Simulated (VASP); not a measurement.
Runs of VASP 6.6.1 on BN. The structure is that of space group R3m (No. 160), or close to it. The cells are those of the table. 

| cell | gap on the mesh (eV) | pressure (GPa) | largest force (eV/Å) |
| --- | --- | --- | --- |
| a = 3.645 Å, angles 39.9°, 2 atoms | 4.82 | 4.2 | 0.01 |
| a = 3.594 Å, angles 39.9°, 2 atoms | 4.87 | 15.9 | - |
| a = 3.741 Å, angles 39.9°, 2 atoms | 4.72 | -13.7 | 0.01 |
| a = 3.718 Å, angles 39.9°, 2 atoms | (b) | -9.8 | 0.01 |
| a = 3.694 Å, angles 39.9°, 2 atoms | 4.77 | (a) | 0.01 |
| a = 3.620 Å, angles 39.9°, 2 atoms | 4.85 | 9.8 | 0.01 |

Alike in all rows: task single point; level r2SCAN+D4; potentials or basis VASP PAW PBE potentials, release 64 (B, N); no spin polarisation; k mesh 10 × 10 × 10; cutoff (eV) 520; smearing gaussian 0.01 eV.

Question: Fill in the values left out.

Answer: (a) -5.6; (b) 4.75.

Caveats: the PAW data sets were made with another functional, which shifts forces and pressure a little; the cell stands under pressure (at least some runs); the cell stands under tension (at least some runs).

A k mesh can miss the band edges.
